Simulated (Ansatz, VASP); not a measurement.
**One calculation of CoSi3, two programs**

```
CELL_PARAMETERS angstrom
0.00000 3.18548 3.18548
3.18548 0.00000 3.18548
3.18548 3.18548 0.00000
ATOMIC_POSITIONS crystal
Si 0.25000 0.25000 0.25000
Si 0.75000 0.75000 0.75000
Si 0.50000 0.50000 0.50000
Co 0.00000 0.00000 0.00000
```

Alike in both runs: task single point; functional PBEsol; k mesh 12 × 12 × 12; occupations gaussian, width 0.1 eV; no spin polarisation.

|  | VASP | Ansatz |
| --- | --- | --- |
| version | VASP 6.6.1 | Ansatz 0.2.0 |
| potentials or method | VASP PAW PBE potentials, release 64 (Si, Co), cutoff 520 eV | scalar-relativistic, plane waves, PAW |
| valence electrons in the cell | 21 | 29 |

Ansatz gave:

```
gap on the k mesh at the Fermi level (eV) : none
pressure (GPa)                            : -21.2
```

Which values does VASP return?

gap on the k mesh at the Fermi level (eV): none; pressure (GPa): -21.0.

VASP's potentials were made for PBE, not for PBEsol. A gap of «none» marks a metal or a gap that the smearing closes. With one functional, cell and mesh, what is left measures potentials, basis and numerics. VASP's potentials hold 21 valence electrons a cell and Ansatz's 29, so a difference there can come from the potentials and not from the codes.
